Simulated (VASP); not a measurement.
Runs of VASP 6.6.1 on Al. The structure is that of space group P6_3/mmc (No. 194), or close to it. The cells are those of the table. This isn't the form of Al at room conditions, which is fcc.

```tsv
cell	gap on the mesh (eV)	pressure (GPa)
a = 2.678, b = 2.678, c = 4.390 Å, angles 90.0, 90.0, 120.0°, 2 atoms	none	(a)
a = 2.740, b = 2.740, c = 4.487 Å, angles 90.0, 90.0, 120.0°, 2 atoms	none	9.6
a = 2.779, b = 2.779, c = 4.547 Å, angles 90.0, 90.0, 120.0°, 2 atoms	none	4.6
a = 2.814, b = 2.814, c = 4.676 Å, angles 90.0, 90.0, 120.0°, 2 atoms	none	-0.3
```

Alike in all rows: task single point; level r2SCAN; potentials or basis VASP PAW PBE potentials, release 64 (Al); no spin polarisation; k mesh 19 × 19 × 10; cutoff (eV) 520; smearing gaussian 0.05 eV.

Problem. Estimate the missing entries.

Solution. (a) 19.5.

Caveats: the PAW data sets were made with another functional, which shifts forces and pressure a little; the cell stands under pressure (at least some runs).

A gap of «none» marks levels without a gap at the run's occupations.
